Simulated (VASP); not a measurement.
# Pb (Fm-3m) in VASP: notebook

The runs below take Pb through single point, with LDA.

Everything below comes from runs of VASP 6.6.1. Logs are shortened: lines on timing, memory, paths and dates and some standing lists are left out, and cuts for length are marked.

### 1 The cell of the first run

Symmetry: Fm-3m, No. 225, cubic system. Conventional cell: a = 3.873 Å, b = 3.873 Å, c = 3.873 Å, α = 90.00°, β = 90.00°, γ = 90.00°. Pb (site symmetry m-3m) has 12 Pb at 2.74 Å within 3.6 Å.

### 2 Single point, LDA (14.52 Å³/atom)

Contents of INCAR:

```
PREC = Accurate
ENCUT = 500
EDIFF = 1E-6
ISMEAR = -1
SIGMA = 0.05
LREAL = F
LASPH = T
NELM = 120
ALGO = Normal
ISIF = 2
LWAVE = F
LCHARG = T
GGA = CA
LELF = T
LVHAR = T
NBANDS = 13
GGA_COMPAT = F
```

Contents of KPOINTS:

```
Automatic mesh
0
Gamma
  15 15 15
```

Contents of POSCAR:

```
Pb
1.0
    0.0000000000      1.9364589671      1.9364589671
    1.9364589671      0.0000000000      1.9364589671
    1.9364589671      1.9364589671      0.0000000000
Pb
1
Direct
    0.0000000000      0.0000000000      0.0000000000
```

Potentials or basis: VASP PAW LDA potentials, release 64 (Pb_d).

The run is started by

```console
$ cat potpaw_LDA.64/Pb_d/POTCAR > POTCAR
$ mpirun -np 1 vasp_std > vasp.out
```

OUTCAR:

```text
PREC = Accurate
   ENCUT = 500
   EDIFF = 1E-6
   ISMEAR = -1
   LREAL = F
   LASPH = T
   NELM = 120
   ISIF = 2
   GGA = CA

 ion  position               nearest neighbor table
   1  0.000  0.000  0.000-

  LATTYP: Found a face centered cubic cell.
 ALAT       =     3.8729179342

  Lattice vectors:

 A1 = (   0.0000000000,   1.9364589671,   1.9364589671)
 A2 = (   1.9364589671,   0.0000000000,   1.9364589671)
 A3 = (   1.9364589671,   1.9364589671,   0.0000000000)

Analysis of symmetry for initial positions (statically):
=====================================================================
 Subroutine PRICEL returns:
 Original cell was already a primitive cell.

 Routine SETGRP: Setting up the symmetry group for a
 face centered cubic supercell.

 Subroutine GETGRP returns: Found 48 space group operations
 (whereof 48 operations were pure point group operations)
 out of a pool of 48 trial point group operations.

The static configuration has the point symmetry O_h .

Analysis of symmetry for dynamics (positions and initial velocities):
=====================================================================
 Subroutine PRICEL returns:
 Original cell was already a primitive cell.

 Routine SETGRP: Setting up the symmetry group for a
 face centered cubic supercell.

 Subroutine GETGRP returns: Found 48 space group operations
 (whereof 48 operations were pure point group operations)
 out of a pool of 48 trial point group operations.

The dynamic configuration has the point symmetry O_h .

 Subroutine INISYM returns: Found 48 space group operations
 (whereof 48 operations are pure point group operations),
 and found     1 'primitive' translations

----------------------------------------------------------------------------------------

                                     Primitive cell

  volume of cell :      14.5230

  direct lattice vectors                    reciprocal lattice vectors
     0.000000000  1.936458967  1.936458967    -0.258203251  0.258203251  0.258203251
     1.936458967  0.000000000  1.936458967     0.258203251 -0.258203251  0.258203251
     1.936458967  1.936458967  0.000000000     0.258203251  0.258203251 -0.258203251

  length of vectors
     2.738566534  2.738566534  2.738566534     0.447221149  0.447221149  0.447221149

  position of ions in fractional coordinates (direct lattice)
     0.000000000  0.000000000  0.000000000

  ion indices of the primitive-cell ions
   primitive index   ion index
                 1           1

----------------------------------------------------------------------------------------

 KPOINTS: Automatic mesh

Automatic generation of k-mesh.
 Grid dimensions read from file:
 generate k-points for:   15   15   15

 Generating k-lattice:

  Cartesian coordinates                     Fractional coordinates (reciprocal lattice)
    -0.017213550  0.017213550  0.017213550     0.066666667  0.000000000  0.000000000
     0.017213550 -0.017213550  0.017213550     0.000000000  0.066666667  0.000000000
     0.017213550  0.017213550 -0.017213550     0.000000000  0.000000000  0.066666667

  Length of vectors
     0.029814743  0.029814743  0.029814743

  Shift w.r.t. Gamma in fractional coordinates (k-lattice)
     0.000000000  0.000000000  0.000000000

 Subroutine IBZKPT returns following result:
 ===========================================

 Found    120 irreducible k-points:

 Following reciprocal coordinates:
            Coordinates               Weight
  0.000000  0.000000  0.000000      1.000000
  0.066667  0.000000  0.000000      8.000000
  0.133333  0.000000  0.000000      8.000000
  0.200000  0.000000  0.000000      8.000000
  0.266667  0.000000  0.000000      8.000000
  0.333333  0.000000  0.000000      8.000000
[... 16 lines left out ...]
  0.133333  0.133333  0.000000      6.000000
  0.200000  0.133333  0.000000     24.000000
 [... further k-points ...]
   k-points           NKPTS =    120   k-points in BZ     NKDIM =    120   number of bands    NBANDS=     13
   number of dos      NEDOS =    301   number of ions     NIONS =      1
   total plane-waves  NPLWV =   8000
   dimension x,y,z NGX =    20 NGY =   20 NGZ =   20
   dimension x,y,z NGXF=    40 NGYF=   40 NGZF=   40
   ions per type =               1
   NGX,Y,Z   is equivalent  to a cutoff of  12.14, 12.14, 12.14 a.u.
   NGXF,Y,Z  is equivalent  to a cutoff of  24.28, 24.28, 24.28 a.u.
 SYSTEM =  unknown system
   PREC   = accura    normal or accurate (medium, high low for compatibility)
   ISTART =      0    job   : 0-new  1-cont  2-samecut
   ICHARG =      2    charge: 1-file 2-atom 10-const
   ISPIN  =      1    spin polarized calculation?
   LNONCOLLINEAR =      F non collinear calculations
   LSORBIT =      F    spin-orbit coupling
   LASPH  =      T    aspherical Exc in radial PAW
   ENCUT  =  500.0 eV  36.75 Ry    6.06 a.u.   4.99  4.99  4.99*2*pi/ulx,y,z
   NELM   =    120;   NELMIN=  2; NELMDL= -5     # of ELM steps
   EDIFF  = 0.1E-05   stopping-criterion for ELM
   LREAL  =      F    real-space projection
   EDIFFG = 0.1E-04   stopping-criterion for IOM
   NSW    =      0    number of steps for IOM
   IBRION =     -1    ionic relax: 0-MD 1-quasi-New 2-CG
   NFREE  =      0    steps in history (QN), initial steepest desc. (CG)
   ISIF   =      2    stress and relaxation
   ISYM   =      2    0-nonsym 1-usesym 2-fastsym
   POTIM  = 0.5000    time-step for ionic-motion
   TEBEG  =    0.0;   TEEND  =   0.0 temperature during run
   PSTRESS=    0.0 pullay stress
   NELECT =      14.0000    total number of electrons
   NUPDOWN=      -1.0000    fix difference up-down
   EMIN   =  10.00;   EMAX   =-10.00  energy-range for DOS
   EFERMI =   0.00;   METHOD = LEGACY
   ISMEAR =    -1;   SIGMA  =   0.05  broadening in eV -4-tet -1-fermi 0-gaus
   EFERMI_NEDOS =   21; number of points for ismear=-14 and -15
   IALGO  =     38    algorithm
   IMIX   =      4    mixing-type and parameters
     AMIX     =   0.40;   BMIX     =  1.00
     AMIX_MAG =   1.60;   BMIX_MAG =  1.00
  volume/ion in A,a.u.               =      14.52        98.01
  Fermi-wavevector in a.u.,A,eV,Ry     =   1.617208  3.056080 35.584156  2.615362
  Thomas-Fermi vector in A             =   2.711670
   LORBIT       =      0    0 simple, 1 ext, 2 COOP (PROOUT), +10 PAW based schemes
   GGA     = CA    functional components
   LHFCALC =     F    Hartree Fock is set to
   AEXX    =    0.0000 exact exchange contribution
   IVDW    =     0    specifies the selected vdW correction
   LEPSILON=     F    determine dielectric tensor
   LRPA    =     F    only Hartree local field effects (RPA)
 non-spin polarized calculation
  energy-cutoff  :      500.00
  volume of cell :       14.52
 maximum number of plane-waves:       378
   NGX =  9   NGY =  9   NGZ =  9

 number of electron      13.9999995 magnetization

 Free energy of the ion-electron system (eV)
  ---------------------------------------------------
  ext. energy  EPLUGINS =         0.00000000
  ---------------------------------------------------
  free energy    TOTEN  =         0.40472193 eV

  energy without entropy =        0.40744487  energy(sigma->0) =        0.40608340

 E-fermi :  20.0065     XC(G=0): -14.4918

 val. band max:       19.9456236214   @ k =   0.4667   0.3333   0.1333
 cond. band min:      20.0447887610   @ k =  -0.4667   0.4000   0.0667
 fundamental gap:      0.0991651396
 Fermi energy:        20.0064668501

 k-point     1 :       0.0000    0.0000    0.0000
  band No.  band energies     occupation
      1      -0.3121      2.00000
      2       0.0545      2.00000
      3       0.0545      2.00000
      4       0.0545      2.00000
      5       1.0964      2.00000
      6       1.0964      2.00000
      7      27.6477      0.00000
      8      31.5660      0.00000
      9      31.5660      0.00000
     10      31.5660      0.00000
     11      38.2271      0.00000
     12      39.6377      0.00000
     13      39.6377      0.00000

 k-point     2 :       0.0667    0.0000    0.0000
  band No.  band energies     occupation
      1      -0.1748      2.00000
      2       0.0656      2.00000
      3       0.0953      2.00000
      4       0.0953      2.00000
      5       1.0856      2.00000
      6       1.0856      2.00000
      7      27.7217      0.00000
      8      30.4188      0.00000
      9      31.6746      0.00000
     10      31.6746      0.00000
     11      37.9090      0.00000
     12      39.0188      0.00000
     13      39.0188      0.00000

 k-point     3 :       0.1333    0.0000    0.0000
  band No.  band energies     occupation
      1      -0.1979      2.00000
      2       0.1939      2.00000
      3       0.1939      2.00000
      4       0.5429      2.00000
      5       1.0756      2.00000
      6       1.0756      2.00000
      7      27.0715      0.00000
      8      28.8117      0.00000
      9      31.9304      0.00000
     10      31.9304      0.00000
     11      36.0696      0.00000
     12      37.6713      0.00000
     13      37.6713      0.00000

 k-point     4 :       0.2000    0.0000    0.0000
  band No.  band energies     occupation
      1      -0.3842      2.00000
      2       0.2755      2.00000
      3       0.2755      2.00000
      4       1.1352      2.00000
      5       1.1352      2.00000
      6       1.5110      2.00000
      7      24.2789      0.00000
      8      28.7494      0.00000
      9      32.0617      0.00000
     10      32.0617      0.00000
     11      35.0015      0.00000
     12      36.3801      0.00000
     13      36.3801      0.00000

 k-point     5 :       0.2667    0.0000    0.0000
  band No.  band energies     occupation
      1      -0.6008      2.00000
      2       0.2703      2.00000
      3       0.2703      2.00000
      4       1.3187      2.00000
      5       1.3187      2.00000
      6       2.8642      2.00000
      7      21.0443      0.00000
      8      28.5233      0.00000
      9      31.6024      0.00000
     10      31.6024      0.00000
     11      35.1298      0.00000
     12      35.8542      0.00000
     13      35.8542      0.00000

 k-point     6 :       0.3333    0.0000    0.0000
  band No.  band energies     occupation
      1      -0.8026      2.00000
      2       0.2034      2.00000
      3       0.2034      2.00000
      4       1.5738      2.00000
      5       1.5739      2.00000
      6       4.5796      2.00000
      7      17.7934      2.00000
      8      28.0193      0.00000
      9      30.6448      0.00000
     10      30.6448      0.00000
     11      36.0773      0.00000
     12      36.0773      0.00000
     13      36.1458      0.00000

 k-point     7 :       0.4000    0.0000    0.0000
  band No.  band energies     occupation
      1      -0.9561      2.00000
      2       0.1309      2.00000
      3       0.1309      2.00000
      4       1.8062      2.00000
      5       1.8062      2.00000
      6       6.6335      2.00000
      7      14.6706      2.00000
      8      27.5484      0.00000
      9      29.7557      0.00000
     10      29.7557      0.00000
     11      36.4835      0.00000
     12      36.4835      0.00000
     13      37.3868      0.00000
[... 193 lines left out ...]
 k-point    20 :      -0.2000    0.0667    0.0000
  band No.  band energies     occupation
      1      -0.3841      2.00000
      2       0.2556      2.00000
      3       0.3380      2.00000
      4       1.0147      2.00000
      5       1.1244      2.00000
      6       2.2376      2.00000
      7      23.3182      0.00000
      8      28.0131      0.00000
      9      30.6944      0.00000
     10      33.6183      0.00000
     11      33.8931      0.00000
     12      35.5613      0.00000
     13      37.9960      0.00000

 k-point    21 :      -0.1333    0.0667    0.0000
  band No.  band energies     occupation
      1      -0.1770      2.00000
      2       0.1662      2.00000
      3       0.2613      2.00000
      4       0.8057      2.00000
      5       0.9634      2.00000
      6       1.3588      2.00000
      7      26.3842      0.00000
      8      28.1845      0.00000
      9      30.8365      0.00000
     10      33.2324      0.00000
     11      34.4705      0.00000
     12      37.4989      0.00000
     13      38.1885      0.00000

 k-point    22 :      -0.0667    0.0667    0.0000
  band No.  band energies     occupation
      1      -0.0204      2.00000
      2      -0.0123      2.00000
      3       0.1484      2.00000
      4       0.3282      2.00000
      5       1.0186      2.00000
      6       1.1398      2.00000
      7      27.7657      0.00000
      8      29.2840      0.00000
      9      30.9446      0.00000
     10      32.3722      0.00000
     11      36.3879      0.00000
     12      38.4383      0.00000
     13      39.3804      0.00000

 k-point    23 :       0.1333    0.1333    0.0000
  band No.  band energies     occupation
      1      -0.1860      2.00000
      2       0.3432      2.00000
      3       0.3479      2.00000
      4       0.3479      2.00000
      5       1.0857      2.00000
      6       1.2265      2.00000
      7      28.1497      0.00000
      8      29.8111      0.00000
      9      29.8550      0.00000
     10      29.8550      0.00000
     11      35.4968      0.00000
     12      37.7950      0.00000
     13      37.7950      0.00000

 k-point    24 :       0.2000    0.1333    0.0000
  band No.  band energies     occupation
      1      -0.2914      2.00000
      2       0.3418      2.00000
      3       0.4763      2.00000
      4       0.4864      2.00000
      5       1.3052      2.00000
      6       1.6269      2.00000
      7      26.7759      0.00000
      8      28.6609      0.00000
      9      29.0288      0.00000
     10      30.9217      0.00000
     11      33.4050      0.00000
     12      37.7805      0.00000
     13      37.8748      0.00000

 [... further k-points ...]
[... 5 lines left out ...]
  --------------------------------------------------------------------------------------
  -------------------------------------------------------------------------------------
  Total       18.3199652     18.3199652     18.3199652      0.0000000     -0.0000000      0.0000000
  in kB     2021.0652525   2021.0652525   2021.0652525      0.0000000     -0.0000000      0.0000000
  external PRESSURE =    2021.0652525 kB  Pullay stress =       0.0000000 kB

 VOLUME and BASIS-vectors are now :
 -----------------------------------------------------------------------------
  energy-cutoff  :      500.00
  volume of cell :       14.52
      direct lattice vectors                 reciprocal lattice vectors
     0.000000000  1.936458967  1.936458967    -0.258203251  0.258203251  0.258203251
     1.936458967  0.000000000  1.936458967     0.258203251 -0.258203251  0.258203251
     1.936458967  1.936458967  0.000000000     0.258203251  0.258203251 -0.258203251

 POSITION                                       TOTAL-FORCE (eV/Angst)
 -----------------------------------------------------------------------------------
      0.00000      0.00000      0.00000         0.000000      0.000000     -0.000000
 -----------------------------------------------------------------------------------
    total drift:                                0.000000      0.000000      0.000000

  FREE ENERGIE OF THE ION-ELECTRON SYSTEM (eV)
  ---------------------------------------------------
  free  energy   TOTEN  =         0.4047219332 eV

  energy  without entropy=        0.4074448749  energy(sigma->0) =        0.40608340
```

Run time: 7.2 s. Hardware: 1 thread of Intel Xeon 6975P-C (Granite Rapids), shared host; peak memory 0.13 GiB.

What came out:

| Quantity | Value |
| --- | --- |
| Free energy | 0.4047 eV |
| Pressure | 202.1 GPa |
| Band gap on the k mesh | zero (bands 7 and 8 overlap by 11.34 eV) |

Caveat: the cell stands under pressure; spin-orbit coupling is left out, which moves the levels of the heavy elements.

(Part 1 of 2 ends here.)
